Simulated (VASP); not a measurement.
# Cu (I4/mmm) in VASP: notebook

The runs below take Cu through single point, with LDA.

Program: VASP 6.6.1. These are calculated values, not measurements. Logs are shortened: lines on timing, memory, paths and dates and some standing lists are left out, and cuts for length are marked.

### Step 1. The cell of the first run

Symmetry: I4/mmm, No. 139, tetragonal system. Conventional cell: a = 2.480 Å, b = 2.480 Å, c = 3.669 Å, α = 90.00°, β = 90.00°, γ = 90.00°. Within 3.3 Å of Cu (site symmetry 4/mmm) lie 12 Cu at 2.48 to 2.54 Å.

### Step 2. Single point, LDA (strain -0.030 along x and y, +0.015 along z)

The input, INCAR:

```
PREC = Accurate ; ENCUT = 520
EDIFF = 1E-6 ; ISMEAR = 0
SIGMA = 0.15 ; LREAL = False
LASPH = True ; NELM = 60
ALGO = Normal ; ISIF = 2
LWAVE = False ; LCHARG = False
GGA = CA ; NBANDS = 12
```

The input, KPOINTS:

```
regular mesh
0
Gamma
  22 22 22
```

The input, POSCAR:

```
Cu
1.0
    0.0000000000      1.7532750000      1.8346125000
    1.7532750000      0.0000000000      1.8346125000
    1.7532750000      1.7532750000      0.0000000000
Cu
1
Direct
    0.0000000000      0.0000000000      0.0000000000
```

Potentials or basis: VASP PAW LDA potentials, release 64 (Cu).

Run with:

```bash
$ cat potpaw_LDA.64/Cu/POTCAR > POTCAR
$ mpirun -np 1 vasp_std > vasp.out
```

OUTCAR:

```text
PREC = Accurate
   ENCUT = 520
   EDIFF = 1E-6
   ISMEAR = 0
   LREAL = False
   LASPH = True
   NELM = 60
   ISIF = 2
   GGA = CA

 ion  position               nearest neighbor table
   1  0.000  0.000  0.000-

  LATTYP: Found a body centered tetragonal cell.
 ALAT       =     2.4795052836
 C/A-ratio  =     1.4798214081

  Lattice vectors:

 A1 = (  -1.7532750000,   0.0000000000,   1.8346125000)
 A2 = (   1.7532750000,   0.0000000000,   1.8346125000)
 A3 = (   0.0000000000,   1.7532750000,  -1.8346125000)

Analysis of symmetry for initial positions (statically):
=====================================================================
 Subroutine PRICEL returns:
 Original cell was already a primitive cell.

 Routine SETGRP: Setting up the symmetry group for a
 body centered tetragonal supercell.

 Subroutine GETGRP returns: Found 16 space group operations
 (whereof 16 operations were pure point group operations)
 out of a pool of 16 trial point group operations.

The static configuration has the point symmetry D_4h.

Analysis of symmetry for dynamics (positions and initial velocities):
=====================================================================
 Subroutine PRICEL returns:
 Original cell was already a primitive cell.

 Routine SETGRP: Setting up the symmetry group for a
 body centered tetragonal supercell.

 Subroutine GETGRP returns: Found 16 space group operations
 (whereof 16 operations were pure point group operations)
 out of a pool of 16 trial point group operations.

The dynamic configuration has the point symmetry D_4h.

 Subroutine INISYM returns: Found 16 space group operations
 (whereof 16 operations are pure point group operations),
 and found     1 'primitive' translations

----------------------------------------------------------------------------------------

                                     Primitive cell

  volume of cell :      11.2791

  direct lattice vectors                    reciprocal lattice vectors
     0.000000000  1.753275000  1.834612500    -0.285180591  0.285180591  0.272537116
     1.753275000  0.000000000  1.834612500     0.285180591 -0.285180591  0.272537116
     1.753275000  1.753275000  0.000000000     0.285180591  0.285180591 -0.272537116

  length of vectors
     2.537671423  2.537671423  2.479505284     0.486757042  0.486757042  0.486757042

  position of ions in fractional coordinates (direct lattice)
     0.000000000  0.000000000  0.000000000

[... 75 lines left out ...]
   EDIFF  = 0.1E-05   stopping-criterion for ELM
   LREAL  =      F    real-space projection
   EDIFFG = 0.1E-04   stopping-criterion for IOM
   NSW    =      0    number of steps for IOM
   IBRION =     -1    ionic relax: 0-MD 1-quasi-New 2-CG
   NFREE  =      0    steps in history (QN), initial steepest desc. (CG)
   ISIF   =      2    stress and relaxation
   ISYM   =      2    0-nonsym 1-usesym 2-fastsym
   POTIM  = 0.5000    time-step for ionic-motion
   TEBEG  =    0.0;   TEEND  =   0.0 temperature during run
   PSTRESS=    0.0 pullay stress
   NELECT =      11.0000    total number of electrons
   NUPDOWN=      -1.0000    fix difference up-down
   EMIN   =  10.00;   EMAX   =-10.00  energy-range for DOS
   EFERMI =   0.00;   METHOD = LEGACY
   ISMEAR =     0;   SIGMA  =   0.15  broadening in eV -4-tet -1-fermi 0-gaus
   EFERMI_NEDOS =   21; number of points for ismear=-14 and -15
   IALGO  =     38    algorithm
   IMIX   =      4    mixing-type and parameters
     AMIX     =   0.40;   BMIX     =  1.00
     AMIX_MAG =   1.60;   BMIX_MAG =  1.00
  volume/ion in A,a.u.               =      11.28        76.12
  Fermi-wavevector in a.u.,A,eV,Ry     =   1.623482  3.067937 35.860809  2.635695
  Thomas-Fermi vector in A             =   2.716925
   LORBIT       =      0    0 simple, 1 ext, 2 COOP (PROOUT), +10 PAW based schemes
   GGA     = CA    functional components
   LHFCALC =     F    Hartree Fock is set to
   AEXX    =    0.0000 exact exchange contribution
   IVDW    =     0    specifies the selected vdW correction
   LEPSILON=     F    determine dielectric tensor
   LRPA    =     F    only Hartree local field effects (RPA)
 non-spin polarized calculation
 Gauss-broadening in eV      SIGMA  =   0.15
  energy-cutoff  :      520.00
  volume of cell :       11.28
 maximum number of plane-waves:       319
   NGX =  9   NGY =  9   NGZ =  9

 number of electron      11.0000000 magnetization

 Free energy of the ion-electron system (eV)
  ---------------------------------------------------
  ext. energy  EPLUGINS =         0.00000000
  ---------------------------------------------------
  free energy    TOTEN  =        -4.70134137 eV

  energy without entropy =       -4.69873557  energy(sigma->0) =       -4.70003847

 E-fermi :   7.9303     XC(G=0): -13.3734

 val. band max:        7.9170904175   @ k =   0.5000   0.1364   0.3182
 cond. band min:       7.9440588470   @ k =   0.5000   0.3182   0.0909
 fundamental gap:      0.0269684295
 Fermi energy:         7.9302948780

 k-point     1 :       0.0000    0.0000    0.0000
  band No.  band energies     occupation
      1      -1.7742      2.00000
      2       4.5505      2.00000
      3       4.7977      2.00000
      4       4.7977      2.00000
      5       5.4813      2.00000
      6       5.7279      2.00000
      7      31.0168      0.00000
      8      33.7011      0.00000
      9      33.8912      0.00000
     10      33.8912      0.00000
     11      36.3716      0.00000
     12      36.3716      0.00000
[... 331 lines left out ...]
 k-point    24 :      -0.4545    0.0455    0.0000
  band No.  band energies     occupation
      1       2.5736      2.00000
      2       4.5475      2.00000
      3       4.8252      2.00000
      4       5.8960      2.00000
      5       6.1486      2.00000
      6       7.0996      2.00000
      7      12.1499      0.00000
      8      27.5797      0.00000
      9      30.5627      0.00000
     10      31.1497      0.00000
     11      34.1342      0.00000
     12      34.6989      0.00000

 [... further k-points ...]
[... 5 lines left out ...]
  --------------------------------------------------------------------------------------
  -------------------------------------------------------------------------------------
  Total       -0.2870573     -0.2870573     -0.5179118      0.0000000     -0.0000000      0.0000000
  in kB      -40.7760195    -40.7760195    -73.5685072      0.0000000     -0.0000000      0.0000000
  external PRESSURE =     -51.7068488 kB  Pullay stress =       0.0000000 kB

 VOLUME and BASIS-vectors are now :
 -----------------------------------------------------------------------------
  energy-cutoff  :      520.00
  volume of cell :       11.28
      direct lattice vectors                 reciprocal lattice vectors
     0.000000000  1.753275000  1.834612500    -0.285180591  0.285180591  0.272537116
     1.753275000  0.000000000  1.834612500     0.285180591 -0.285180591  0.272537116
     1.753275000  1.753275000  0.000000000     0.285180591  0.285180591 -0.272537116

 POSITION                                       TOTAL-FORCE (eV/Angst)
 -----------------------------------------------------------------------------------
      0.00000      0.00000      0.00000         0.000000      0.000000      0.000000
 -----------------------------------------------------------------------------------
    total drift:                                0.000000     -0.000000      0.000000

  FREE ENERGIE OF THE ION-ELECTRON SYSTEM (eV)
  ---------------------------------------------------
  free  energy   TOTEN  =        -4.7013413672 eV

  energy  without entropy=       -4.6987355660  energy(sigma->0) =       -4.70003847
```

OSZICAR:

```text
N       E                     dE             d eps       ncg     rms          rms(c)
DAV:   1     0.412750626518E+02    0.41275E+02   -0.53866E+03 22556   0.159E+03
DAV:   2    -0.436935980299E+01   -0.45644E+02   -0.42096E+02 20580   0.206E+02
DAV:   3    -0.569810986128E+01   -0.13288E+01   -0.13197E+01 23340   0.403E+01
DAV:   4    -0.570665169510E+01   -0.85418E-02   -0.85403E-02 22616   0.284E+00
DAV:   5    -0.570673224242E+01   -0.80547E-04   -0.80547E-04 23804   0.280E-01    0.802E+00
DAV:   6    -0.510460092886E+01    0.60213E+00   -0.15386E+01 23852   0.771E+01    0.395E+00
DAV:   7    -0.471774726057E+01    0.38685E+00   -0.23880E+00 23812   0.304E+01    0.597E-01
DAV:   8    -0.470308300689E+01    0.14664E-01   -0.59691E-03 23348   0.116E+00    0.304E-01
DAV:   9    -0.470132846102E+01    0.17545E-02   -0.85146E-03 24652   0.160E+00    0.148E-02
DAV:  10    -0.470133919893E+01   -0.10738E-04   -0.26505E-05 25328   0.743E-02    0.491E-03
DAV:  11    -0.470134136276E+01   -0.21638E-05   -0.57622E-07 16880   0.104E-02    0.470E-04
DAV:  12    -0.470134136718E+01   -0.44249E-08   -0.63016E-08 11548   0.299E-03
   1 F= -.47013414E+01 E0= -.47000385E+01  d E =-.260580E-02
```

Run time: 76 s. Hardware: 1 thread of Intel Xeon Platinum 8488C (Sapphire Rapids), shared host; peak memory 0.21 GiB.

What came out:

- Free energy: -4.7013 eV
- Pressure: -5.2 GPa

Stress tensor (GPa, compression positive):
```
-4.08  0.00  0.00
 0.00 -4.08  0.00
 0.00  0.00 -7.36
```

Caveat: the cell differs from its parent crystal (strain -0.030 along x and y, +0.015 along z).

[end of part 1 of 2]
